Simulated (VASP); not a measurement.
# FeNiC4: single point with PBE

The system is FeNiC4.

```xyz
6
Lattice="0.0000 2.8857 2.8857 2.8857 0.0000 2.8857 2.8857 2.8857 0.0000" Properties=species:S:1:pos:R:3 pbc="T T T"
Fe    0.0000    0.0000    0.0000
Ni    4.3286    4.3286    4.3286
C     3.6072    2.1643    3.6072
C     3.6072    3.6072    2.1643
C     2.1643    2.1643    2.1643
C     2.1643    3.6072    3.6072
```

```
Program             : VASP 6.6.1
Task                : single point
Functional          : PBE
Potentials or basis : VASP PAW PBE potentials, release 64 (Fe, Ni, C)
Cutoff              : 520 eV
k mesh              : 6 × 6 × 6
Occupations         : gaussian, width 0.1 eV
Spin                : collinear spin, ferromagnetic start
Starting moments    : [4.0, 2.0, 0.0, 0.0, 0.0, 0.0] μB
```

```
Pressure                                              : 0.9 GPa
Net moment                                            : 2.50 μB per cell
Site moments                                          : Fe +2.52; Ni +0.02; C -0.01 μB
Valence electrons inside the program's atomic spheres : Fe 7.08; Ni 9.28; C 2.14
```

Levels at points of the mesh, in eV from the Fermi level:
Spin up:
| k point | band 15 | band 16 | band 17 | band 18 | band 19 | band 20 | band 21 | band 22 |
| --- | --- | --- | --- | --- | --- | --- | --- | --- |
| (0.00, 0.00, 0.00) | -1.51 | -0.39 | -0.39 | -0.39 | 0.49 | 0.90 | 0.90 | 5.29 |
| (0.50, 0.00, 0.00) | -1.58 | -1.12 | -1.12 | 0.54 | 1.07 | 1.07 | 1.09 | 1.14 |
| (0.50, 0.50, 0.00) | -1.46 | -1.33 | 0.80 | 0.80 | 0.93 | 0.93 | 1.72 | 1.72 |
Spin down:
```csv
k point,band 12,band 13,band 14,band 15,band 16,band 17,band 18,band 19,band 20,band 21
"(0.00, 0.00, 0.00)",-1.35,-1.35,-0.60,-0.60,0.73,1.05,1.05,1.05,2.06,2.06
"(0.50, 0.00, 0.00)",-1.34,-1.01,-1.01,-0.32,0.25,0.25,0.64,1.12,1.38,1.38
"(0.50, 0.50, 0.00)",-1.81,-1.40,-1.40,-0.37,0.03,0.91,0.91,1.41,1.41,1.66
```

Wall time 36 s on 1 thread of Intel(R) Xeon(R) 6975P-C (Granite Rapids), on a shared host, peak memory 0.2 GiB.
